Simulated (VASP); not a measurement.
Runs of VASP 6.6.1 on CoBi (rocksalt type). The structure is that of space group Fm-3m (No. 225), or close to it. The cells are those of the table. 

| task | level | cell | cutoff (eV) | gap on the mesh (eV) | pressure (GPa) | moment (μB) |
| --- | --- | --- | --- | --- | --- | --- |
| single point | PBE | a = 3.819 Å, angles 60.0°, 2 atoms | 600 | none | -0.1 | 0.54 |
| electric field gradients | PBE | a = 3.781 Å, angles 61.3°, 2 atoms | 520 | none | (b) | 0.54 |
| electric field gradients | PBE | a = 3.850 Å, angles 60.0°, 2 atoms | 520 | none | -2.0 | 0.61 |
| electric field gradients | PBE+D3(BJ) | a = 3.850 Å, angles 60.0°, 2 atoms | 520 | none | (a) | 0.61 |
| electric field gradients | PBE | a = 3.787 Å, angles 60.0°, 2 atoms | 520 | none | 2.3 | 0.48 |

Alike in all rows: potentials or basis VASP PAW PBE potentials, release 64 (Co, Bi_d); spin collinear, ferromagnetic start; k mesh 13 × 13 × 13; smearing fermi-dirac 0.05 eV.

Estimate the missing entries.

(a) -5.7; (b) 0.0.

Caveats: spin-orbit coupling is left out, which moves the levels of the heavy elements; the cell stands under tension (at least some runs).

A k mesh can miss the band edges, and the runs leave out spin-orbit coupling on Bi.

A gap of «none» marks levels without a gap at the run's occupations.
